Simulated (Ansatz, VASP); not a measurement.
## One calculation of Al3O, two programs

File INCAR:

```
SYSTEM = Al3O
PREC     = Accurate       ! precision mode
ENCUT    = 520            ! plane-wave cutoff, eV
EDIFF    = 1E-6           ! SCF threshold, eV
ISMEAR   = 0              ! smearing method
SIGMA    = 0.1            ! smearing width, eV
LREAL    = .False.        ! projectors in reciprocal space
LASPH    = .True.         ! aspherical terms in the spheres
NELM     = 80             ! most SCF steps
ALGO     = Normal         ! electronic algorithm
ISIF     = 2              ! what is computed and relaxed
LWAVE    = .False.        ! write WAVECAR
LCHARG   = .False.        ! write CHGCAR
LDIPOL   = .True.       
IDIPOL   = 3            
DIPOL    = 0.5 0.5 0.354
NBANDS   = 16             ! bands
```

KPOINTS

```
Automatic mesh
0
Gamma
  9 9 1
  0 0 0
```

File POSCAR:

```
Al3O
1.0
    2.8168432364      0.0000000000      0.0000000000
    0.0000000000      2.8168432364      0.0000000000
    0.0000000000      0.0000000000     21.1042970937
Al O
3 1
Direct
    0.5000000000      0.5000000000      0.1895348602
    0.0000000000      0.0000000000      0.2867549192
    0.5000000000      0.5000000000      0.3840117042
    1.0000000000      1.0000000000      0.5560145899
```

Input for Ansatz:

```yaml
crystal:
  lattice:
    - [2.8168432364, 0.0, 0.0]
    - [0.0, 2.8168432364, 0.0]
    - [0.0, 0.0, 21.1042970937]
  atoms:
    - { symbol: Al, position: [0.5, 0.5, 0.1895348602] }
    - { symbol: Al, position: [0.0, 0.0, 0.2867549192] }
    - { symbol: Al, position: [0.5, 0.5, 0.3840117042] }
    - { symbol: O, position: [1.0, 1.0, 0.5560145899] }
basis:
  ecutwfc: 420
kpoints:
  mp_grid: { grid: [9, 9, 1] }
hamiltonian:
  xc: lda
scf:
  occupations: { method: gaussian, width: 0.1 }
output:
  forces: true
  eigenvalues: true
efield:
  axis: 3
  dipole_correction: true
  ramp_width: 0.04
```

Alike in both runs: task single point; functional LDA; k mesh 9 × 9 × 1; occupations gaussian, width 0.1 eV; no spin polarisation.

|  | VASP | Ansatz |
| --- | --- | --- |
| version | VASP 6.6.1 | Ansatz 0.2.0 |
| potentials or method | VASP PAW LDA potentials, release 64 (Al, O), cutoff 520 eV | scalar-relativistic, plane waves, PAW |
| valence electrons in the cell | 15 | 15 |

```csv
,VASP,Ansatz,Ansatz less VASP
gap on the k mesh at the Fermi level (eV),none,none,-
rms of the force components (eV/Å),0.222,0.222,-0.0003
```

LDA's correlation is that of Perdew and Zunger in VASP and of Perdew and Wang (1992) in Ansatz. Atom by atom the forces differ by 0.001 eV/Å (rms over components). A gap of «none» marks a metal or a gap that the smearing closes.
